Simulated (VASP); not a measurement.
# ScGa3 (Pm-3m) in VASP: further runs

ScGa3 is run at these levels: LDA; tasks: electric field gradients.

Everything below comes from runs of VASP 6.6.1. Logs are shortened: lines on timing, memory, paths and dates and some standing lists are left out, and cuts for length are marked.

**1. The cell of the first run**

The structure is cubic, space group Pm-3m (No. 221). The conventional cell has a = 4.149 Å, b = 4.149 Å, c = 4.149 Å, α = 90.00°, β = 90.00°, γ = 90.00°. Within 3.9 Å of Sc (site symmetry m-3m) lie 12 Ga at 2.93 Å. Ga (site symmetry 4/mmm) has 4 Sc at 2.93 Å and 8 Ga at 2.93 Å within 3.9 Å.

**2. Electric field gradients, LDA (volume scaled by 1.04)**

Contents of INCAR:

```
PREC = Accurate ; ENCUT = 520
EDIFF = 1E-8 ; ISMEAR = -1
SIGMA = 0.05 ; LREAL = F
LASPH = T ; NELM = 100
ALGO = Normal ; ISIF = 2
LWAVE = F ; LCHARG = F
GGA = CA ; LEFG = T
NBANDS = 33
```

Contents of KPOINTS:

```
Automatic mesh
0
Gamma
  9 9 9
```

Contents of POSCAR:

```
ScGa3
1.0
    4.1488877586      0.0000000000      0.0000000000
    0.0000000000      4.1488877586      0.0000000000
    0.0000000000      0.0000000000      4.1488877586
Sc Ga
1 3
Direct
    0.0000000000      0.0000000000      0.0000000000
    0.0000000000      0.5000000000      0.5000000000
    0.5000000000      0.0000000000      0.5000000000
    0.5000000000      0.5000000000      0.0000000000
```

Potentials or basis: VASP PAW LDA potentials, release 64 (Sc_sv, Ga_d).

Command:

```
cat potpaw_LDA.64/Sc_sv/POTCAR potpaw_LDA.64/Ga_d/POTCAR > POTCAR
mpirun -np 1 vasp_std > vasp.out
```

OUTCAR:

```text
PREC = Accurate
   ENCUT = 520
   EDIFF = 1E-8
   ISMEAR = -1
   LREAL = F
   LASPH = T
   NELM = 100
   ISIF = 2
   GGA = CA

 ion  position               nearest neighbor table
   1  0.000  0.000  0.000-   2 2.93   3 2.93   4 2.93   2 2.93   3 2.93   2 2.93   4 2.93   2 2.93
                             3 2.93   4 2.93   3 2.93   4 2.93
   2  0.000  0.500  0.500-   1 2.93   1 2.93   1 2.93   1 2.93
   3  0.500  0.000  0.500-   1 2.93   1 2.93   1 2.93   1 2.93
   4  0.500  0.500  0.000-   1 2.93   1 2.93   1 2.93   1 2.93

  LATTYP: Found a simple cubic cell.
 ALAT       =     4.1488877586

  Lattice vectors:

 A1 = (   4.1488877586,   0.0000000000,   0.0000000000)
 A2 = (   0.0000000000,   4.1488877586,   0.0000000000)
 A3 = (   0.0000000000,   0.0000000000,   4.1488877586)

Analysis of symmetry for initial positions (statically):
=====================================================================
 Subroutine PRICEL returns:
 Original cell was already a primitive cell.

 Routine SETGRP: Setting up the symmetry group for a
 simple cubic supercell.

 Subroutine GETGRP returns: Found 48 space group operations
 (whereof 48 operations were pure point group operations)
 out of a pool of 48 trial point group operations.

The static configuration has the point symmetry O_h .

Analysis of symmetry for dynamics (positions and initial velocities):
=====================================================================
 Subroutine PRICEL returns:
 Original cell was already a primitive cell.

 Routine SETGRP: Setting up the symmetry group for a
 simple cubic supercell.

 Subroutine GETGRP returns: Found 48 space group operations
 (whereof 48 operations were pure point group operations)
 out of a pool of 48 trial point group operations.

The dynamic configuration has the point symmetry O_h .

 Subroutine INISYM returns: Found 48 space group operations
 (whereof 48 operations are pure point group operations),
 and found     1 'primitive' translations

----------------------------------------------------------------------------------------

                                     Primitive cell

  volume of cell :      71.4159

  direct lattice vectors                    reciprocal lattice vectors
     4.148887759  0.000000000  0.000000000     0.241028453  0.000000000  0.000000000
     0.000000000  4.148887759  0.000000000     0.000000000  0.241028453  0.000000000
     0.000000000  0.000000000  4.148887759     0.000000000  0.000000000  0.241028453

  length of vectors
     4.148887759  4.148887759  4.148887759     0.241028453  0.241028453  0.241028453

  position of ions in fractional coordinates (direct lattice)
     0.000000000  0.000000000  0.000000000
     0.000000000  0.500000000  0.500000000
     0.500000000  0.000000000  0.500000000
     0.500000000  0.500000000  0.000000000

  ion indices of the primitive-cell ions
   primitive index   ion index
                 1           1
                 2           2
                 3           3
                 4           4

----------------------------------------------------------------------------------------

 KPOINTS: Automatic mesh

Automatic generation of k-mesh.
 Grid dimensions read from file:
 generate k-points for:    9    9    9

 Generating k-lattice:

  Cartesian coordinates                     Fractional coordinates (reciprocal lattice)
     0.026780939  0.000000000  0.000000000     0.111111111  0.000000000  0.000000000
     0.000000000  0.026780939  0.000000000     0.000000000  0.111111111  0.000000000
     0.000000000  0.000000000  0.026780939     0.000000000  0.000000000  0.111111111

  Length of vectors
     0.026780939  0.026780939  0.026780939

  Shift w.r.t. Gamma in fractional coordinates (k-lattice)
[... 36 lines left out ...]
   total plane-waves  NPLWV =  32768
   dimension x,y,z NGX =    32 NGY =   32 NGZ =   32
   dimension x,y,z NGXF=    64 NGYF=   64 NGZF=   64
   ions per type =               1   3
   NGX,Y,Z   is equivalent  to a cutoff of  12.82, 12.82, 12.82 a.u.
   NGXF,Y,Z  is equivalent  to a cutoff of  25.64, 25.64, 25.64 a.u.
 SYSTEM =  unknown system
   PREC   = accura    normal or accurate (medium, high low for compatibility)
   ISTART =      0    job   : 0-new  1-cont  2-samecut
   ICHARG =      2    charge: 1-file 2-atom 10-const
   ISPIN  =      1    spin polarized calculation?
   LNONCOLLINEAR =      F non collinear calculations
   LSORBIT =      F    spin-orbit coupling
   LASPH  =      T    aspherical Exc in radial PAW
   ENCUT  =  520.0 eV  38.22 Ry    6.18 a.u.   7.71  7.71  7.71*2*pi/ulx,y,z
   NELM   =    100;   NELMIN=  2; NELMDL= -5     # of ELM steps
   EDIFF  = 0.1E-07   stopping-criterion for ELM
   LREAL  =      F    real-space projection
   EDIFFG = 0.1E-06   stopping-criterion for IOM
   NSW    =      0    number of steps for IOM
   IBRION =     -1    ionic relax: 0-MD 1-quasi-New 2-CG
   NFREE  =      0    steps in history (QN), initial steepest desc. (CG)
   ISIF   =      2    stress and relaxation
   ISYM   =      2    0-nonsym 1-usesym 2-fastsym
   POTIM  = 0.5000    time-step for ionic-motion
   TEBEG  =    0.0;   TEEND  =   0.0 temperature during run
   PSTRESS=    0.0 pullay stress
   NELECT =      50.0000    total number of electrons
   NUPDOWN=      -1.0000    fix difference up-down
   EMIN   =  10.00;   EMAX   =-10.00  energy-range for DOS
   EFERMI =   0.00;   METHOD = LEGACY
   ISMEAR =    -1;   SIGMA  =   0.05  broadening in eV -4-tet -1-fermi 0-gaus
   EFERMI_NEDOS =   21; number of points for ismear=-14 and -15
   IALGO  =     38    algorithm
   IMIX   =      4    mixing-type and parameters
     AMIX     =   0.40;   BMIX     =  1.00
     AMIX_MAG =   1.60;   BMIX_MAG =  1.00
  volume/ion in A,a.u.               =      17.85       120.48
  Fermi-wavevector in a.u.,A,eV,Ry     =   1.453672  2.747042 28.751326  2.113163
  Thomas-Fermi vector in A             =   2.570912
   LORBIT       =      0    0 simple, 1 ext, 2 COOP (PROOUT), +10 PAW based schemes
   GGA     = CA    functional components
   LHFCALC =     F    Hartree Fock is set to
   AEXX    =    0.0000 exact exchange contribution
   IVDW    =     0    specifies the selected vdW correction
   LEPSILON=     F    determine dielectric tensor
   LRPA    =     F    only Hartree local field effects (RPA)
 non-spin polarized calculation
  energy-cutoff  :      520.00
  volume of cell :       71.42
 maximum number of plane-waves:      1939
 NGX is ok and might be reduce to    32
   NGX = 15   NGY = 15   NGZ = 15

 number of electron      49.9999956 magnetization

 Free energy of the ion-electron system (eV)
  ---------------------------------------------------
  ext. energy  EPLUGINS =         0.00000000
  ---------------------------------------------------
  free energy    TOTEN  =       -19.64730480 eV

  energy without entropy =      -19.63860722  energy(sigma->0) =      -19.64295601

 E-fermi :   5.8166     XC(G=0): -11.6061

 val. band max:        5.7987582755   @ k =   0.3333   0.3333   0.0000
 cond. band min:       5.8911866123   @ k =   0.2222   0.2222   0.1111
 fundamental gap:      0.0924283367
 Fermi energy:         5.8165725303

 k-point     1 :       0.0000    0.0000    0.0000
  band No.  band energies     occupation
      1     -43.0384      2.00000
      2     -22.0443      2.00000
      3     -22.0443      2.00000
      4     -22.0443      2.00000
      5      -9.3220      2.00000
      6      -9.3009      2.00000
[... 853 lines left out ...]
     32      10.3906      0.00000
     33      11.4384      0.00000

 [... further k-points ...]

------------------------ aborting loop because EDIFF is reached ----------------------------------------

  FORCE on cell =-STRESS in cart. coord.  units (eV):
  Direction    XX          YY          ZZ          XY          YZ          ZX
  --------------------------------------------------------------------------------------
  -------------------------------------------------------------------------------------
  Total       -3.4238674     -3.4238674     -3.4238674     -0.0000000     -0.0000000      0.0000000
  in kB      -76.8126004    -76.8126004    -76.8126004     -0.0000000     -0.0000000      0.0000000
  external PRESSURE =     -76.8126004 kB  Pullay stress =       0.0000000 kB

 VOLUME and BASIS-vectors are now :
 -----------------------------------------------------------------------------
  energy-cutoff  :      520.00
  volume of cell :       71.42
      direct lattice vectors                 reciprocal lattice vectors
     4.148887759  0.000000000  0.000000000     0.241028453  0.000000000  0.000000000
     0.000000000  4.148887759  0.000000000     0.000000000  0.241028453  0.000000000
     0.000000000  0.000000000  4.148887759     0.000000000  0.000000000  0.241028453

 POSITION                                       TOTAL-FORCE (eV/Angst)
 -----------------------------------------------------------------------------------
      0.00000      0.00000      0.00000         0.000000      0.000000      0.000000
      0.00000      2.07444      2.07444         0.000000      0.000000      0.000000
      2.07444      0.00000      2.07444         0.000000      0.000000      0.000000
      2.07444      2.07444      0.00000         0.000000      0.000000      0.000000
 -----------------------------------------------------------------------------------
    total drift:                                0.000000     -0.000000     -0.000000

  FREE ENERGIE OF THE ION-ELECTRON SYSTEM (eV)
  ---------------------------------------------------
  free  energy   TOTEN  =       -19.6473047997 eV

  energy  without entropy=      -19.6386072184  energy(sigma->0) =      -19.64295601

 Electric field gradients (V/A^2)
---------------------------------------------------------------------
 ion       V_xx      V_yy      V_zz      V_xy      V_xz      V_yz
---------------------------------------------------------------------
   1      -0.000    -0.000     0.000    -0.000     0.000     0.000
   2      61.405   -30.703   -30.703     0.000     0.000    -0.000
   3     -30.703    61.405   -30.703     0.000    -0.000    -0.000
   4     -30.703   -30.703    61.405    -0.000    -0.000    -0.000
---------------------------------------------------------------------

 Electric field gradients after diagonalization (V/A^2)
 (convention: |V_zz| > |V_xx| > |V_yy|)
----------------------------------------------------------------------
 ion       V_xx      V_yy      V_zz     asymmetry (V_yy - V_xx)/ V_zz
----------------------------------------------------------------------
   1      -0.000    -0.000     0.000       0.185
   2     -30.703   -30.703    61.405       0.000
   3     -30.703   -30.703    61.405       0.000
   4     -30.703   -30.703    61.405       0.000
----------------------------------------------------------------------

           NMR quadrupolar parameters

 Cq : quadrupolar parameter    Cq=e*Q*V_zz/h
 eta: asymmetry parameters     (V_yy - V_xx)/ V_zz
 Q  : nuclear electric quadrupole moment in mb (millibarn)
----------------------------------------------------------------------
 ion       Cq(MHz)       eta       Q (mb)
----------------------------------------------------------------------
   1       0.000       0.185       1.000
   2       0.148       0.000       1.000
   3       0.148       0.000       1.000
   4       0.148       0.000       1.000
----------------------------------------------------------------------
```

Run time: 48 s. Hardware: 1 thread of Intel Xeon Platinum 8375C at 2.90GHz (Ice Lake), shared host; peak memory 0.2 GiB.

Results:

| Item | Value |
| --- | --- |
| Free energy | -19.6473 eV |
| Pressure | -7.7 GPa |
| Band gap on the k mesh | zero (band 25 reaches 6.12 eV, above the bottom of band 26 at 3.05 eV) |

Levels at points of the mesh, in eV from the Fermi level:
| k point | band 21 | band 22 | band 23 | band 24 | band 25 | band 26 | band 27 | band 28 | band 29 | band 30 |
| --- | --- | --- | --- | --- | --- | --- | --- | --- | --- | --- |
| (0.00, 0.00, 0.00) | -3.20 | -3.20 | -1.82 | -1.82 | -1.82 | 1.64 | 1.64 | 1.64 | 3.02 | 3.17 |

Electric field gradients, principal values (V/Å²):
```
atom    least   middle  greatest (by size)
1 Sc    0.000    0.000               0.000
2 Ga  -30.703  -30.703              61.405
3 Ga  -30.703  -30.703              61.405
4 Ga  -30.703  -30.703              61.405
```

Caveat: without QUAD_EFG the Cq values of the log hold for a quadrupole moment of 1 mb, not for the nuclei.

**3. Electric field gradients, LDA (volume scaled by 0.94)**

Contents of INCAR:

```
  PREC = Accurate
  ENCUT = 520
  EDIFF = 1E-8
  ISMEAR = -1
  SIGMA = 0.05
  LREAL = False
  LASPH = True
  NELM = 60
  ALGO = Normal
  ISIF = 2
  LWAVE = False
  LCHARG = False
  GGA = CA
  LEFG = True
  NBANDS = 33
```

Contents of KPOINTS:

```
regular mesh
0
Gamma
  9 9 9
```

Contents of POSCAR:

```
ScGa3
1.0
    4.0114051152      0.0000000000      0.0000000000
    0.0000000000      4.0114051152      0.0000000000
    0.0000000000      0.0000000000      4.0114051152
Sc Ga
1 3
Direct
    0.0000000000      0.0000000000      0.0000000000
    0.0000000000      0.5000000000      0.5000000000
    0.5000000000      0.0000000000      0.5000000000
    0.5000000000      0.5000000000      0.0000000000
```

Potentials or basis: VASP PAW LDA potentials, release 64 (Sc_sv, Ga_d).

Command:

```
cat potpaw_LDA.64/Sc_sv/POTCAR potpaw_LDA.64/Ga_d/POTCAR > POTCAR
mpirun -np 1 vasp_std > vasp.out
```

OUTCAR:

```text
PREC = Accurate
   ENCUT = 520
   EDIFF = 1E-8
   ISMEAR = -1
   LREAL = False
   LASPH = True
   NELM = 60
   ISIF = 2
   GGA = CA

 ion  position               nearest neighbor table
   1  0.000  0.000  0.000-   2 2.84   3 2.84   4 2.84   2 2.84   3 2.84   2 2.84   4 2.84   2 2.84
                             3 2.84   4 2.84   3 2.84   4 2.84
   2  0.000  0.500  0.500-   1 2.84   3 2.84   4 2.84   1 2.84   4 2.84   1 2.84   3 2.84   1 2.84
                             3 2.84   4 2.84   4 2.84   3 2.84
   3  0.500  0.000  0.500-   1 2.84   2 2.84   4 2.84   1 2.84   4 2.84   2 2.84   4 2.84   4 2.84
                             1 2.84   2 2.84   1 2.84   2 2.84
   4  0.500  0.500  0.000-   1 2.84   2 2.84   3 2.84   2 2.84   3 2.84   1 2.84   3 2.84   3 2.84
                             1 2.84   2 2.84   2 2.84   1 2.84

  LATTYP: Found a simple cubic cell.
 ALAT       =     4.0114051152

  Lattice vectors:

 A1 = (   4.0114051152,   0.0000000000,   0.0000000000)
 A2 = (   0.0000000000,   4.0114051152,   0.0000000000)
 A3 = (   0.0000000000,   0.0000000000,   4.0114051152)

Analysis of symmetry for initial positions (statically):
=====================================================================
 Subroutine PRICEL returns:
[... 1071 lines left out ...]
      2.00570      0.00000      2.00570         0.000000      0.000000      0.000000
      2.00570      2.00570      0.00000         0.000000      0.000000      0.000000
 -----------------------------------------------------------------------------------
    total drift:                                0.000000      0.000000     -0.000000

  FREE ENERGIE OF THE ION-ELECTRON SYSTEM (eV)
  ---------------------------------------------------
  free  energy   TOTEN  =       -19.8346752760 eV

  energy  without entropy=      -19.8233789633  energy(sigma->0) =      -19.82902712

 Electric field gradients (V/A^2)
---------------------------------------------------------------------
 ion       V_xx      V_yy      V_zz      V_xy      V_xz      V_yz
---------------------------------------------------------------------
   1      -0.000    -0.000     0.000    -0.000     0.000     0.000
   2      65.550   -32.775   -32.775     0.000     0.000     0.000
   3     -32.775    65.550   -32.775    -0.000     0.000     0.000
   4     -32.775   -32.775    65.550     0.000     0.000     0.000
---------------------------------------------------------------------

 Electric field gradients after diagonalization (V/A^2)
 (convention: |V_zz| > |V_xx| > |V_yy|)
----------------------------------------------------------------------
 ion       V_xx      V_yy      V_zz     asymmetry (V_yy - V_xx)/ V_zz
----------------------------------------------------------------------
   1      -0.000     0.000    -0.000      -0.688
   2     -32.775   -32.775    65.550       0.000
   3     -32.775   -32.775    65.550       0.000
   4     -32.775   -32.775    65.550       0.000
----------------------------------------------------------------------

           NMR quadrupolar parameters

 Cq : quadrupolar parameter    Cq=e*Q*V_zz/h
 eta: asymmetry parameters     (V_yy - V_xx)/ V_zz
 Q  : nuclear electric quadrupole moment in mb (millibarn)
----------------------------------------------------------------------
 ion       Cq(MHz)       eta       Q (mb)
----------------------------------------------------------------------
   1      -0.000      -0.688       1.000
   2       0.158       0.000       1.000
   3       0.158       0.000       1.000
   4       0.158       0.000       1.000
----------------------------------------------------------------------
```

OSZICAR:

```text
N       E                     dE             d eps       ncg     rms          rms(c)
DAV:   1     0.417842041417E+03    0.41784E+03   -0.22933E+04  2382   0.271E+03
DAV:   2     0.269752636480E+02   -0.39087E+03   -0.38078E+03  2310   0.612E+02
DAV:   3    -0.195748593682E+02   -0.46550E+02   -0.45633E+02  3100   0.180E+02
DAV:   4    -0.208799718741E+02   -0.13051E+01   -0.13008E+01  3092   0.334E+01
DAV:   5    -0.209136273306E+02   -0.33655E-01   -0.33637E-01  3140   0.517E+00    0.905E+00
DAV:   6    -0.199384048271E+02    0.97522E+00   -0.27966E+00  3052   0.152E+01    0.300E+00
DAV:   7    -0.198624027778E+02    0.76002E-01   -0.15476E-01  2993   0.378E+00    0.177E+00
DAV:   8    -0.198355736614E+02    0.26829E-01   -0.54015E-02  3186   0.172E+00    0.209E-01
DAV:   9    -0.198347536468E+02    0.82001E-03   -0.86038E-03  3067   0.107E+00    0.726E-02
DAV:  10    -0.198347242360E+02    0.29411E-04   -0.80875E-04  3547   0.294E-01    0.563E-02
DAV:  11    -0.198346809071E+02    0.43329E-04   -0.39780E-04  3131   0.211E-01    0.210E-02
DAV:  12    -0.198346758722E+02    0.50349E-05   -0.52500E-05  3377   0.681E-02    0.570E-03
DAV:  13    -0.198346753257E+02    0.54647E-06   -0.27363E-06  3473   0.142E-02    0.277E-03
DAV:  14    -0.198346752762E+02    0.49491E-07   -0.36956E-07  3339   0.589E-03    0.283E-04
DAV:  15    -0.198346752760E+02    0.22465E-09   -0.10990E-08  1454   0.119E-03
   1 F= -.19834675E+02 E0= -.19829027E+02  d E =-.112963E-01
```

It took 28 s on 1 thread of Intel Xeon 6975P-C (Granite Rapids), shared host; peak memory 0.19 GiB.

What came out:

- Free energy: -19.8347 eV
- Pressure: -0.4 GPa
- Band gap on the k mesh: zero (band 25 reaches 7.16 eV, above the bottom of band 26 at 3.78 eV)

Levels at points of the mesh, in eV from the Fermi level:
```
           k point  band 22  band 23  band 24  band 25  band 26  band 27  band 28  band 29
(0.00, 0.00, 0.00)    -3.26    -2.08    -2.08    -2.08     1.77     1.77     1.77     3.22
```

Electric field gradients, principal values (V/Å²):
| atom | least | middle | greatest (by size) |
| --- | --- | --- | --- |
| 1 Sc | 0.000 | 0.000 | 0.000 |
| 2 Ga | -32.775 | -32.775 | 65.550 |
| 3 Ga | -32.775 | -32.775 | 65.550 |
| 4 Ga | -32.775 | -32.775 | 65.550 |

Caveat: without QUAD_EFG the Cq values of the log hold for a quadrupole moment of 1 mb, not for the nuclei.

(Part 1 of 3 ends here.)
